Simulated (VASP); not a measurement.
Here is a VASP 6.6.1 calculation.

INCAR

```
SYSTEM = As
ALGO = Normal
EDIFF = 1E-6
ENCUT = 520
GGA = PS
ISIF = 2
ISMEAR = 0
LASPH = .TRUE.
LCHARG = .FALSE.
LREAL = .FALSE.
LWAVE = .FALSE.
NBANDS = 18
NELM = 80
PREC = Accurate
SIGMA = 0.1
```

File KPOINTS:

```
k-points
0
G
  6 6 4
  0 0 0
```

Contents of POSCAR:

```
As
1.0
    4.3933278821      0.0000000000      0.0000000000
   -2.1966639410      3.8047335530      0.0000000000
    0.0000000000      0.0000000000      5.4094698599
As
4
Direct
    0.0000000000      0.0000000000      0.2500000000
    0.0000000000      0.0000000000      0.7500000000
    0.3333333333      0.6666666667      0.7500000000
    0.6666666667      0.3333333333      0.2500000000
```

Potentials or basis: VASP PAW PBE potentials, release 64 (As).

Command:

```console
$ cat potpaw_PBE.64/As/POTCAR > POTCAR
$ mpirun -np 1 vasp_std > vasp.out
```

(1) What does it give for the band gap on the k mesh?

(2) What does it give for the pressure?

## Answers

(1) zero (band 10 reaches 5.07 eV, above the bottom of band 11 at 4.24 eV).

(2) 0.3 GPa.

Caveat: the PAW data sets were made with another functional, which shifts forces and pressure a little.
